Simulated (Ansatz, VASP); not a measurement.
Two plane-wave programs on NiO2

Contents of INCAR:

```
PREC = Accurate
ENCUT = 520
EDIFF = 1E-7
ISMEAR = 0
SIGMA = 0.05
LREAL = F
LASPH = T
NELM = 60
ALGO = Normal
ISIF = 2
LWAVE = F
LCHARG = F
NBANDS = 18
```

File KPOINTS:

```
regular mesh
0
Gamma
  12 12 6
```

File POSCAR:

```
NiO2
1.0
    2.6872726493      0.0000000000      0.0000000000
   -1.3436363247      2.3272463812      0.0000000000
    0.0000000000      0.0000000000      4.4458238710
Ni O
1 2
Direct
    0.0000000000      0.0000000000      0.5000000000
    0.6666666667      0.3333333333      0.7186230907
    0.3333333333      0.6666666667      0.2813769093
```

Input for Ansatz:

```yaml
crystal:
  lattice:
    - [2.6872726493, 0.0, 0.0]
    - [-1.3436363247, 2.3272463812, 0.0]
    - [0.0, 0.0, 4.445823871]
  atoms:
    - { symbol: Ni, position: [0.0, 0.0, 0.5] }
    - { symbol: O, position: [0.6666666667, 0.3333333333, 0.7186230907] }
    - { symbol: O, position: [0.3333333333, 0.6666666667, 0.2813769093] }
basis:
  ecutwfc: 520.0
kpoints:
  mp_grid: { grid: [12, 12, 6] }
hamiltonian:
  xc: lda
  pseudopotentials: { kind: paw }
scf:
  occupations: { method: gaussian, width: 0.05 }
output:
  forces: true
  stress: true
  eigenvalues: true
```

Alike in both runs: task single point; functional LDA; k mesh 12 × 12 × 6; occupations gaussian, width 0.05 eV; no spin polarisation.

|  | VASP | Ansatz |
| --- | --- | --- |
| version | VASP 6.6.1 | Ansatz 0.2.0 |
| potentials or method | VASP PAW LDA potentials, release 64 (Ni, O), cutoff 520 eV | scalar-relativistic, plane waves, PAW |
| valence electrons in the cell | 22 | 30 |

VASP gave:

| Item | Value |
| --- | --- |
| gap on the k mesh at the Fermi level (eV) | 0.87 |
| least direct gap on the mesh (eV) | 1.05 |
| pressure (GPa) | 6.8 |
| traceless stress, the component that is largest in VASP (GPa) | -10.00 |
| rms of the force components (eV/Å) | 0.094 |

Q: Estimate Ansatz's values.

A: gap on the k mesh at the Fermi level (eV): 0.90; least direct gap on the mesh (eV): 1.08; pressure (GPa): 5.6; traceless stress, the component that is largest in VASP (GPa): -9.68; rms of the force components (eV/Å): 0.149.

LDA's correlation is that of Perdew and Zunger in VASP and of Perdew and Wang (1992) in Ansatz. Atom by atom the forces differ by 0.055 eV/Å (rms over components). VASP's potentials hold 22 valence electrons a cell and Ansatz's 30, so a difference there can come from the potentials and not from the codes.
